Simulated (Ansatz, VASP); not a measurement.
PtSe2 in VASP and in Ansatz

```
CELL_PARAMETERS angstrom
3.70704 0.00000 0.00000
-1.85352 3.21039 0.00000
0.00000 0.00000 22.79816
ATOMIC_POSITIONS crystal
Se 0.66667 0.33333 0.19738
Se 0.33333 0.66667 0.31358
Se 0.33333 0.00000 0.45877
Se 0.00000 0.33333 0.57497
Pt 0.00000 0.00000 0.25548
Pt 0.66667 0.66667 0.51687
```

Alike in both runs: task single point; functional PBE; dispersion D3(BJ); k mesh 9 × 9 × 1; occupations gaussian, width 0.05 eV; no spin polarisation.

```csv
,VASP,Ansatz
version,VASP 6.6.1,Ansatz 0.2.0
potentials or method,"VASP PAW PBE potentials, release 64 (Se, Pt), cutoff 520 eV","scalar-relativistic, plane waves, PAW"
valence electrons in the cell,44,100
```

Ansatz gave:

```
gap on the k mesh at the Fermi level (eV) : 0.80
least direct gap on the mesh (eV)         : 1.01
rms of the force components (eV/Å)        : 0.037
```

Task: Which values does VASP return?

Result: gap on the k mesh at the Fermi level (eV): 0.79; least direct gap on the mesh (eV): 1.00; rms of the force components (eV/Å): 0.037.

VASP's potentials hold 44 valence electrons a cell and Ansatz's 100, so a difference there can come from the potentials and not from the codes.

Neither program's run includes spin-orbit coupling.
